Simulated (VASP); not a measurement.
# SnTe (I4mm) in VASP: a series of runs

SnTe is run at these levels: PBE; tasks: single point.

Everything below comes from runs of VASP 6.6.1. Logs are shortened: lines on timing, memory, paths and dates and some standing lists are left out, and cuts for length are marked.

### 1 The cell of the first run

The structure is tetragonal, space group I4mm (No. 107). The conventional cell has a = 4.534 Å, b = 4.534 Å, c = 6.412 Å, α = 90.00°, β = 90.00°, γ = 90.00°. Within 4.0 Å of Sn (site symmetry 4mm) lie 6 Te at 3.06 to 3.35 Å. Within 4.0 Å of Te (site symmetry 4mm) lie 6 Sn at 3.06 to 3.35 Å.

### 2 Single point, PBE (atoms displaced along a vibrational mode)

INCAR

```
SYSTEM = SnTe
PREC     = Accurate       ! precision mode
ENCUT    = 520            ! plane-wave cutoff, eV
EDIFF    = 1E-7           ! SCF threshold, eV
ISMEAR   = 0              ! smearing method
SIGMA    = 0.03           ! smearing width, eV
LREAL    = .FALSE.        ! projectors in reciprocal space
LASPH    = .TRUE.         ! aspherical terms in the spheres
NELM     = 100            ! most SCF steps
ALGO     = Normal         ! electronic algorithm
ISIF     = 2              ! what is computed and relaxed
LWAVE    = .FALSE.        ! write WAVECAR
LCHARG   = .TRUE.         ! write CHGCAR
GGA      = PE             ! functional
LELF     = .TRUE.         ! ELF
LVHAR    = .TRUE.       
NBANDS   = 17             ! bands
```

KPOINTS

```
Automatic mesh
0
G
  10 10 10
  0 0 0
```

POSCAR

```
SnTe
1.0
    0.0000000000      3.2061701262      3.2061701262
    3.2061701262      0.0000000000      3.2061701262
    3.2061701262      3.2061701262      0.0000000000
Sn Te
1 1
Direct
    0.0114778688     -0.0114778688     -0.0114778688
    0.4893218041      0.5106781959      0.5106781959
```

Potentials or basis: VASP PAW PBE potentials, release 64 (Sn_d, Te).

Launch:

```
cat potpaw_PBE.64/Sn_d/POTCAR potpaw_PBE.64/Te/POTCAR > POTCAR
mpirun -np 1 vasp_std > vasp.out
```

OUTCAR:

```text
SYSTEM = SnTe
   PREC = Accurate
   ENCUT = 520
   EDIFF = 1E-7
   ISMEAR = 0
   LREAL = .FALSE.
   LASPH = .TRUE.
   NELM = 100
   ISIF = 2
   GGA = PE

 ion  position               nearest neighbor table
   1  0.011  0.989  0.989-   2 3.06   2 3.21   2 3.21   2 3.21   2 3.21   2 3.35
   2  0.489  0.511  0.511-   1 3.06   1 3.21   1 3.21   1 3.21   1 3.21   1 3.35

  LATTYP: Found a face centered cubic cell.
 ALAT       =     6.4123402524

  Lattice vectors:

 A1 = (   0.0000000000,   3.2061701262,   3.2061701262)
 A2 = (   3.2061701262,   0.0000000000,   3.2061701262)
 A3 = (   3.2061701262,   3.2061701262,   0.0000000000)

Analysis of symmetry for initial positions (statically):
=====================================================================
 Subroutine PRICEL returns:
 Original cell was already a primitive cell.

 Routine SETGRP: Setting up the symmetry group for a
 face centered cubic supercell.

 Subroutine GETGRP returns: Found  8 space group operations
 (whereof  8 operations were pure point group operations)
 out of a pool of 48 trial point group operations.

The static configuration has the point symmetry C_4v.

Analysis of symmetry for dynamics (positions and initial velocities):
=====================================================================
 Subroutine PRICEL returns:
 Original cell was already a primitive cell.

 Routine SETGRP: Setting up the symmetry group for a
 face centered cubic supercell.

 Subroutine GETGRP returns: Found  8 space group operations
 (whereof  8 operations were pure point group operations)
 out of a pool of 48 trial point group operations.

The dynamic configuration has the point symmetry C_4v.

 Subroutine INISYM returns: Found  8 space group operations
 (whereof  8 operations are pure point group operations),
 and found     1 'primitive' translations

----------------------------------------------------------------------------------------

                                     Primitive cell

  volume of cell :      65.9158

  direct lattice vectors                    reciprocal lattice vectors
     0.000000000  3.206170126  3.206170126    -0.155949304  0.155949304  0.155949304
     3.206170126  0.000000000  3.206170126     0.155949304 -0.155949304  0.155949304
     3.206170126  3.206170126  0.000000000     0.155949304  0.155949304 -0.155949304

  length of vectors
     4.534209276  4.534209276  4.534209276     0.270112118  0.270112118  0.270112118

  position of ions in fractional coordinates (direct lattice)
     0.011477869  0.988522131  0.988522131
     0.489321804  0.510678196  0.510678196

  ion indices of the primitive-cell ions
   primitive index   ion index
                 1           1
                 2           2

----------------------------------------------------------------------------------------

 KPOINTS: Automatic mesh

Automatic generation of k-mesh.
 Grid dimensions read from file:
 generate k-points for:   10   10   10

 Generating k-lattice:

  Cartesian coordinates                     Fractional coordinates (reciprocal lattice)
    -0.015594930  0.015594930  0.015594930     0.100000000  0.000000000  0.000000000
     0.015594930 -0.015594930  0.015594930     0.000000000  0.100000000  0.000000000
     0.015594930  0.015594930 -0.015594930     0.000000000  0.000000000  0.100000000

  Length of vectors
     0.027011212  0.027011212  0.027011212

  Shift w.r.t. Gamma in fractional coordinates (k-lattice)
     0.000000000  0.000000000  0.000000000

 Subroutine IBZKPT returns following result:
 ===========================================

 Found    102 irreducible k-points:

 Following reciprocal coordinates:
            Coordinates               Weight
  0.000000  0.000000  0.000000      1.000000
  0.100000  0.000000  0.000000      8.000000
  0.200000  0.000000  0.000000      8.000000
  0.300000  0.000000  0.000000      8.000000
  0.400000  0.000000  0.000000      8.000000
  0.500000  0.000000  0.000000      4.000000
[... 16 lines left out ...]
 -0.100000  0.100000  0.000000      8.000000
  0.000000 -0.100000  0.100000      4.000000
 [... further k-points ...]
   k-points           NKPTS =    102   k-points in BZ     NKDIM =    102   number of bands    NBANDS=     17
   number of dos      NEDOS =    301   number of ions     NIONS =      2
   total plane-waves  NPLWV =  46656
   dimension x,y,z NGX =    36 NGY =   36 NGZ =   36
   dimension x,y,z NGXF=    72 NGYF=   72 NGZF=   72
   ions per type =               1   1
   NGX,Y,Z   is equivalent  to a cutoff of  13.20, 13.20, 13.20 a.u.
   NGXF,Y,Z  is equivalent  to a cutoff of  26.40, 26.40, 26.40 a.u.
 SYSTEM =  SnTe
   PREC   = accura    normal or accurate (medium, high low for compatibility)
   ISTART =      0    job   : 0-new  1-cont  2-samecut
   ICHARG =      2    charge: 1-file 2-atom 10-const
   ISPIN  =      1    spin polarized calculation?
   LNONCOLLINEAR =      F non collinear calculations
   LSORBIT =      F    spin-orbit coupling
   LASPH  =      T    aspherical Exc in radial PAW
   ENCUT  =  520.0 eV  38.22 Ry    6.18 a.u.   8.43  8.43  8.43*2*pi/ulx,y,z
   NELM   =    100;   NELMIN=  2; NELMDL= -5     # of ELM steps
   EDIFF  = 0.1E-06   stopping-criterion for ELM
   LREAL  =      F    real-space projection
   EDIFFG = 0.1E-05   stopping-criterion for IOM
   NSW    =      0    number of steps for IOM
   IBRION =     -1    ionic relax: 0-MD 1-quasi-New 2-CG
   NFREE  =      0    steps in history (QN), initial steepest desc. (CG)
   ISIF   =      2    stress and relaxation
   ISYM   =      2    0-nonsym 1-usesym 2-fastsym
   POTIM  = 0.5000    time-step for ionic-motion
   TEBEG  =    0.0;   TEEND  =   0.0 temperature during run
   PSTRESS=    0.0 pullay stress
   NELECT =      20.0000    total number of electrons
   NUPDOWN=      -1.0000    fix difference up-down
   EMIN   =  10.00;   EMAX   =-10.00  energy-range for DOS
   EFERMI =   0.00;   METHOD = LEGACY
   ISMEAR =     0;   SIGMA  =   0.03  broadening in eV -4-tet -1-fermi 0-gaus
   EFERMI_NEDOS =   21; number of points for ismear=-14 and -15
   IALGO  =     38    algorithm
   IMIX   =      4    mixing-type and parameters
     AMIX     =   0.40;   BMIX     =  1.00
     AMIX_MAG =   1.60;   BMIX_MAG =  1.00
  volume/ion in A,a.u.               =      32.96       222.41
  Fermi-wavevector in a.u.,A,eV,Ry     =   1.100073  2.078837 16.465242  1.210161
  Thomas-Fermi vector in A             =   2.236478
   LORBIT       =      0    0 simple, 1 ext, 2 COOP (PROOUT), +10 PAW based schemes
   GGA     = PE    functional components
   LHFCALC =     F    Hartree Fock is set to
   AEXX    =    0.0000 exact exchange contribution
   IVDW    =     0    specifies the selected vdW correction
   LEPSILON=     F    determine dielectric tensor
   LRPA    =     F    only Hartree local field effects (RPA)
 non-spin polarized calculation
 Gauss-broadening in eV      SIGMA  =   0.03
  energy-cutoff  :      520.00
  volume of cell :       65.92
 maximum number of plane-waves:      1807
 NGX is ok and might be reduce to    36
   NGX = 17   NGY = 17   NGZ = 17

 number of electron      20.0000003 magnetization

 Free energy of the ion-electron system (eV)
  ---------------------------------------------------
  ext. energy  EPLUGINS =         0.00000000
  ---------------------------------------------------
  free energy    TOTEN  =        -7.56579119 eV

  energy without entropy =       -7.56579119  energy(sigma->0) =       -7.56579119

 E-fermi :   6.2913     XC(G=0):  -9.2566

 val. band max:        6.1577607728   @ k =   0.5000   0.0000   0.0000
 cond. band min:       6.5221471852   @ k =   0.5000   0.0000   0.0000
 fundamental gap:      0.3643864124
 Fermi energy:         6.2913121926

 k-point     1 :       0.0000    0.0000    0.0000
  band No.  band energies     occupation
      1     -15.5502      2.00000
      2     -15.5474      2.00000
      3     -15.5462      2.00000
      4     -15.5429      2.00000
      5     -15.5429      2.00000
      6      -6.1286      2.00000
[... 9 lines left out ...]
     16      11.2778      0.00000
     17      13.1469      0.00000

 k-point     2 :       0.1000    0.0000    0.0000
  band No.  band energies     occupation
      1     -15.5505      2.00000
      2     -15.5472      2.00000
      3     -15.5464      2.00000
      4     -15.5427      2.00000
      5     -15.5425      2.00000
      6      -6.0508      2.00000
[... 9 lines left out ...]
     16      11.4186      0.00000
     17      13.7775      0.00000

 k-point     3 :       0.2000    0.0000    0.0000
  band No.  band energies     occupation
      1     -15.5513      2.00000
      2     -15.5480      2.00000
      3     -15.5457      2.00000
      4     -15.5418      2.00000
      5     -15.5412      2.00000
      6      -5.8271      2.00000
[... 9 lines left out ...]
     16      11.9301      0.00000
     17      15.1345      0.00000

 k-point     4 :       0.3000    0.0000    0.0000
  band No.  band energies     occupation
      1     -15.5525      2.00000
      2     -15.5494      2.00000
      3     -15.5447      2.00000
      4     -15.5406      2.00000
      5     -15.5395      2.00000
      6      -5.4943      2.00000
[... 9 lines left out ...]
     16      12.7976      0.00000
     17      16.7539      0.00000

 k-point     5 :       0.4000    0.0000    0.0000
  band No.  band energies     occupation
      1     -15.5535      2.00000
      2     -15.5505      2.00000
      3     -15.5441      2.00000
      4     -15.5393      2.00000
      5     -15.5380      2.00000
      6      -5.1476      2.00000
[... 9 lines left out ...]
     16      13.9566      0.00000
     17      16.0575      0.00000

 k-point     6 :       0.5000    0.0000    0.0000
  band No.  band energies     occupation
      1     -15.5539      2.00000
      2     -15.5509      2.00000
      3     -15.5439      2.00000
      4     -15.5388      2.00000
      5     -15.5375      2.00000
      6      -4.9831      2.00000
[... 9 lines left out ...]
     16      15.0935      0.00000
     17      15.1012      0.00000

 k-point     7 :       0.1000    0.1000    0.0000
  band No.  band energies     occupation
      1     -15.5510      2.00000
      2     -15.5466      2.00000
      3     -15.5462      2.00000
      4     -15.5432      2.00000
      5     -15.5421      2.00000
      6      -6.0254      2.00000
[... 9 lines left out ...]
     16      11.7149      0.00000
     17      13.2969      0.00000

 k-point     8 :       0.0000    0.1000    0.1000
  band No.  band energies     occupation
      1     -15.5499      2.00000
      2     -15.5477      2.00000
      3     -15.5473      2.00000
      4     -15.5421      2.00000
      5     -15.5421      2.00000
      6      -6.0246      2.00000
[... 9 lines left out ...]
     16      11.7815      0.00000
     17      13.2575      0.00000
[... 203 lines left out ...]
      1     -15.5529      2.00000
      2     -15.5497      2.00000
      3     -15.5448      2.00000
      4     -15.5401      2.00000
      5     -15.5385      2.00000
      6      -5.3195      2.00000
[... 9 lines left out ...]
     16      14.3474      0.00000
     17      15.7626      0.00000

 k-point    20 :       0.0000   -0.3000    0.1000
  band No.  band energies     occupation
      1     -15.5533      2.00000
      2     -15.5498      2.00000
      3     -15.5434      2.00000
      4     -15.5404      2.00000
      5     -15.5392      2.00000
      6      -5.3207      2.00000
[... 9 lines left out ...]
     16      14.3788      0.00000
     17      15.7591      0.00000

 k-point    21 :      -0.2000    0.1000    0.0000
  band No.  band energies     occupation
      1     -15.5517      2.00000
      2     -15.5485      2.00000
      3     -15.5460      2.00000
      4     -15.5414      2.00000
      5     -15.5398      2.00000
      6      -5.6631      2.00000
[... 9 lines left out ...]
     16      13.1549      0.00000
     17      14.4347      0.00000

 k-point    22 :       0.0000   -0.2000    0.1000
  band No.  band energies     occupation
      1     -15.5524      2.00000
      2     -15.5483      2.00000
      3     -15.5438      2.00000
      4     -15.5419      2.00000
      5     -15.5408      2.00000
      6      -5.6643      2.00000
[... 9 lines left out ...]
     16      13.1872      0.00000
     17      14.4440      0.00000

 k-point    23 :      -0.1000    0.1000    0.0000
  band No.  band energies     occupation
      1     -15.5508      2.00000
      2     -15.5472      2.00000
      3     -15.5469      2.00000
      4     -15.5424      2.00000
      5     -15.5413      2.00000
      6      -5.9243      2.00000
[... 9 lines left out ...]
     16      12.1518      0.00000
     17      13.6025      0.00000

 k-point    24 :       0.0000   -0.1000    0.1000
  band No.  band energies     occupation
      1     -15.5514      2.00000
      2     -15.5473      2.00000
      3     -15.5451      2.00000
      4     -15.5427      2.00000
      5     -15.5420      2.00000
      6      -5.9249      2.00000
[... 9 lines left out ...]
     16      12.1720      0.00000
     17      13.6231      0.00000

 [... further k-points ...]

------------------------ aborting loop because EDIFF is reached ----------------------------------------

  FORCE on cell =-STRESS in cart. coord.  units (eV):
  Direction    XX          YY          ZZ          XY          YZ          ZX
  --------------------------------------------------------------------------------------
  -------------------------------------------------------------------------------------
  Total        0.2025870     -0.0065768     -0.0065768     -0.0000000      0.0000000      0.0000000
  in kB        4.9241624     -0.1598575     -0.1598575     -0.0000000      0.0000000      0.0000000
  external PRESSURE =       1.5348158 kB  Pullay stress =       0.0000000 kB

 VOLUME and BASIS-vectors are now :
 -----------------------------------------------------------------------------
  energy-cutoff  :      520.00
  volume of cell :       65.92
      direct lattice vectors                 reciprocal lattice vectors
     0.000000000  3.206170126  3.206170126    -0.155949304  0.155949304  0.155949304
     3.206170126  0.000000000  3.206170126     0.155949304 -0.155949304  0.155949304
     3.206170126  3.206170126  0.000000000     0.155949304  0.155949304 -0.155949304

 POSITION                                       TOTAL-FORCE (eV/Angst)
 -----------------------------------------------------------------------------------
      6.33874      3.20617      3.20617         0.020412      0.000000      0.000000
      3.27464      3.20617      3.20617        -0.020412      0.000000      0.000000
 -----------------------------------------------------------------------------------
    total drift:                               -0.000062     -0.000001     -0.000001

  FREE ENERGIE OF THE ION-ELECTRON SYSTEM (eV)
  ---------------------------------------------------
  free  energy   TOTEN  =        -7.5657911868 eV

  energy  without entropy=       -7.5657911868  energy(sigma->0) =       -7.56579119
```

It took 71 s on 1 thread of AMD EPYC 9R45 (Zen 5), shared host; peak memory 0.25 GiB.

What came out:

```
Free energy            : -7.5658 eV
Pressure               : 0.2 GPa
Largest force          : 0.020 eV/Å
Band gap on the k mesh : 0.36 eV
```

Forces on the atoms (eV/Å):
```
Sn   0.020  0.000  0.000
Te  -0.020  0.000  0.000
```

Levels at points of the mesh, in eV from the valence-band top:
```csv
k point,band 6,band 7,band 8,band 9,band 10,band 11,band 12,band 13,band 14,band 15
"(0.00, 0.00, 0.00)",-12.29,-4.70,-1.89,-1.83,-1.83,3.28,3.28,3.44,5.02,5.12
"(0.50, 0.00, 0.00)",-11.14,-7.89,-1.61,-1.53,0.00,0.36,0.63,0.73,7.76,8.80
"(0.50, 0.50, 0.00)",-10.89,-6.27,-5.05,-3.33,-3.31,2.42,4.89,4.95,6.16,9.02
"(0.00, 0.50, 0.50)",-10.87,-6.43,-4.89,-3.34,-3.34,2.54,4.85,4.85,6.22,9.03
```

Caveat: the cell differs from its parent crystal (atoms displaced along a vibrational mode); semilocal functionals underestimate gaps, and a narrow one can read as zero; spin-orbit coupling is left out, which moves the levels of the heavy elements. A k mesh can miss the band edges.

### 3 Single point, PBE (atoms displaced along a vibrational mode, the cell strained)

INCAR

```
ALGO = Normal
EDIFF = 1E-6
ENCUT = 520
GGA = PE
ISIF = 2
ISMEAR = 0
LASPH = T
LCHARG = F
LREAL = F
LWAVE = F
NBANDS = 17
NELM = 80
PREC = Accurate
SIGMA = 0.03
```

KPOINTS

```
k-points
0
Gamma
  10 10 10
```

POSCAR

```
SnTe
1.0
    0.0000000000      3.2597131673      3.2597131673
    3.2597131673      0.0000000000      3.2597131673
    3.2597131673      3.2597131673      0.0000000000
Sn Te
1 1
Direct
    0.0114778688     -0.0114778688     -0.0114778688
    0.4893218041      0.5106781959      0.5106781959
```

Potentials or basis: VASP PAW PBE potentials, release 64 (Sn_d, Te).

Launch:

```
cat potpaw_PBE.64/Sn_d/POTCAR potpaw_PBE.64/Te/POTCAR > POTCAR
mpirun -np 1 vasp_std > vasp.out
```

It took 2.8 min on 1 thread of Intel Xeon 8259CL, shared host; peak memory 0.29 GiB.

It converged, with:

```yaml
Free_energy: -7.5497 eV
Pressure: -1.7 GPa
Largest_force: 0.043 eV/Å
Band_gap_on_the_k_mesh: 0.40 eV
```

Forces on the atoms (eV/Å):
```
Sn  -0.043  0.000  0.000
Te   0.043  0.000  0.000
```

Stress tensor (GPa, compression positive):
```
-1.41  0.00  0.00
 0.00 -1.83  0.00
 0.00  0.00 -1.83
```

Levels at points of the mesh, in eV from the valence-band top:
| k point | band 6 | band 7 | band 8 | band 9 | band 10 | band 11 | band 12 | band 13 | band 14 | band 15 |
| --- | --- | --- | --- | --- | --- | --- | --- | --- | --- | --- |
| (0.00, 0.00, 0.00) | -11.90 | -4.82 | -1.70 | -1.65 | -1.65 | 3.24 | 3.24 | 3.39 | 5.15 | 5.24 |
| (0.50, 0.00, 0.00) | -10.87 | -7.61 | -1.44 | -1.36 | 0.00 | 0.40 | 0.74 | 0.84 | 7.71 | 8.69 |
| (0.50, 0.50, 0.00) | -10.65 | -6.18 | -4.67 | -3.05 | -3.03 | 2.64 | 4.71 | 4.78 | 5.86 | 8.96 |
| (0.00, 0.50, 0.50) | -10.63 | -6.31 | -4.54 | -3.05 | -3.05 | 2.78 | 4.67 | 4.67 | 5.92 | 8.97 |

Caveat: the cell differs from its parent crystal (atoms displaced along a vibrational mode, the cell strained); semilocal functionals underestimate gaps, and a narrow one can read as zero; spin-orbit coupling is left out, which moves the levels of the heavy elements.
